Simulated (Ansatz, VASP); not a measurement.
PIr2: VASP beside Ansatz

```
P Ir
1.0
     0.00000    2.80392    2.80392
     2.80392    0.00000    2.80392
     2.80392    2.80392    0.00000
P Ir
1 2
Direct
  0.00000 0.00000 0.00000
  0.25000 0.25000 0.25000
  0.75000 0.75000 0.75000
```

Change from the starting cell: volume scaled by 1.04, PAW files.

Alike in both runs: task electric field gradients; functional LDA; k mesh 11 × 11 × 11; occupations fermi-dirac, width 0.05 eV; no spin polarisation.

|  | VASP | Ansatz |
| --- | --- | --- |
| version | VASP 6.6.1 | Ansatz 0.2.0 |
| potentials or method | VASP PAW LDA potentials, release 64 (P, Ir) | PAW with Ansatz's default frozen-core files, scalar-relativistic |
| plane-wave cutoff (eV) | 520 | 420 |
| valence electrons in the cell | 23 | 39 |

Ansatz gave:

* pressure (GPa): -15.3

**Question.** What did VASP give for the same quantities?

**Answer.** Pressure (GPa): -13.7.

LDA's correlation is that of Perdew and Zunger in VASP and of Perdew and Wang (1992) in Ansatz. VASP's potentials hold 23 valence electrons a cell and Ansatz's 39, so a difference there can come from the potentials and not from the codes.

Neither program's run includes spin-orbit coupling.
